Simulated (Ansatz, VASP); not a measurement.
# CdS in VASP and in Ansatz

```
CELL_PARAMETERS angstrom
0.00000 2.91313 2.91313
2.91313 0.00000 2.91313
2.91313 2.91313 0.00000
ATOMIC_POSITIONS crystal
Cd 0.00000 0.00000 0.00000
S 0.25000 0.25000 0.25000
```

Alike in both runs: task relaxation of cell and atoms; functional PBEsol; k mesh 11 × 11 × 11; occupations fermi-dirac, width 0.08 eV; no spin polarisation.

```csv
,VASP,Ansatz
version,VASP 6.6.1,Ansatz 0.2.0
potentials or method,"VASP PAW PBE potentials, release 64 (Cd, S)","PAW with Ansatz's default frozen-core files, scalar-relativistic"
plane-wave cutoff (eV),600,420
valence electrons in the cell,18,26
```

Ansatz gave:

```
relaxed volume (Å³/atom)                                     : 24.70
relaxed cell length with the largest relative difference (Å) : 4.118
```

Task: Which values does VASP return?

Result: Relaxed volume (Å³/atom): 24.84; relaxed cell length with the largest relative difference (Å): 4.126.

VASP's potentials were made for PBE, not for PBEsol. VASP's potentials hold 18 valence electrons a cell and Ansatz's 26, so a difference there can come from the potentials and not from the codes.
